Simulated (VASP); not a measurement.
Input of a VASP 6.6.1 run:

INCAR

```
ALGO     = Normal         # electronic algorithm
EDIFF    = 1E-7           # SCF threshold, eV
ENCUT    = 520            # plane-wave cutoff, eV
GGA      = PE             # functional
ISIF     = 2              # what is computed and relaxed
ISMEAR   = 0              # smearing method
LASPH    = True           # aspherical terms in the spheres
LCHARG   = True           # write CHGCAR
LELF     = True           # ELF
LREAL    = False          # projectors in reciprocal space
LVHAR    = True         
LWAVE    = False          # write WAVECAR
NBANDS   = 15             # bands
NELM     = 100            # most SCF steps
PREC     = Accurate       # precision mode
SIGMA    = 0.1            # smearing width, eV
```

File KPOINTS:

```
k-points
0
Gamma
  6 6 4
```

The input POSCAR:

```
Be4Te
1.0
    4.2868381807      0.0000000000      0.0000000000
   -2.1434190904      3.7125107664      0.0000000000
    0.0000000000      0.0000000000      5.0023201399
Be Te
4 1
Direct
    0.1666566322      0.8333433678      0.0000000000
    0.1666566322      0.3333132643      0.0000000000
    0.6666867357      0.8333433678      0.0000000000
    0.6666666667      0.3333333333      0.0000000000
    0.6666666667      0.3333333333      0.5000000000
```

Potentials or basis: VASP PAW PBE potentials, release 64 (Be, Te).

Launch:

```sh
$ cat potpaw_PBE.64/Be/POTCAR potpaw_PBE.64/Te/POTCAR > POTCAR
$ mpirun -np 1 vasp_std > vasp.out
```

Q: Predict the band gap on the k mesh.

A: Zero (bands 7 and 8 overlap by 1.94 eV).

Q: What does it give for the pressure?

A: 0.2 GPa.

Stress tensor (GPa, compression positive):
```
0.27 0.00 0.00
0.00 0.27 0.00
0.00 0.00 0.06
```

Caveat: spin-orbit coupling is left out, which moves the levels of the heavy elements.
